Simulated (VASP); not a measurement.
Input of a VASP 6.6.1 run:

The input POSCAR:

```
NaCl
1.0
    0.0000000000      2.7370255149      2.7370255149
    2.7370255149      0.0000000000      2.7370255149
    2.7370255149      2.7370255149      0.0000000000
Cl Na
1 1
Direct
    0.5000000000      0.5000000000      0.5000000000
    0.0000000000      0.0000000000      0.0000000000
```

INCAR.step1

```
ALGO     = Normal         # electronic algorithm
EDIFF    = 1E-5           # SCF threshold, eV
ENCUT    = 520            # plane-wave cutoff, eV
GGA      = PE             # functional
ISIF     = 2              # what is computed and relaxed
ISMEAR   = -1             # smearing method
LASPH    = T              # aspherical terms in the spheres
LREAL    = F              # projectors in reciprocal space
LWAVE    = T              # write WAVECAR
NBANDS   = 14             # bands
NELM     = 80             # most SCF steps
PREC     = Accurate       # precision mode
SIGMA    = 0.05           # smearing width, eV
```

INCAR.step2

```
AEXX     = 0.5            # exact-exchange fraction
AGGAC    = 1.0          
AGGAX    = 0.5          
ALDAC    = 0.0          
ALDAX    = 0.5          
ALGO     = Normal         # electronic algorithm
EDIFF    = 1E-7           # SCF threshold, eV
ENCUT    = 520            # plane-wave cutoff, eV
GGA      = B5             # functional
ISIF     = 2              # what is computed and relaxed
ISMEAR   = -1             # smearing method
ISTART   = 1            
LASPH    = T              # aspherical terms in the spheres
LCHARG   = T              # write CHGCAR
LELF     = T              # ELF
LHFCALC  = T              # exact exchange
LREAL    = F              # projectors in reciprocal space
LVHAR    = T            
LWAVE    = F              # write WAVECAR
NBANDS   = 14             # bands
NELM     = 80             # most SCF steps
PREC     = Accurate       # precision mode
PRECFOCK = Normal       
SIGMA    = 0.05           # smearing width, eV
```

Contents of KPOINTS:

```
k-points
0
Gamma
  4 4 4
```

Potentials or basis: VASP PAW PBE potentials, release 64 (Cl, Na_pv).

Command:

```console
$ cat potpaw_PBE.64/Cl/POTCAR potpaw_PBE.64/Na_pv/POTCAR > POTCAR
$ cp INCAR.step1 INCAR
$ mpirun -np 1 vasp_std > vasp.out
$ cp INCAR.step2 INCAR
$ mpirun -np 1 vasp_std > vasp.out
```

Q: What does it give for the band gap on the k mesh?

A: 9.78 eV.

Q: What does it give for the pressure?

A: 2.7 GPa.

Caveat: the k points lie up to 0.50 Å⁻¹ apart; the PAW data sets were made with another functional, which shifts forces and pressure a little.
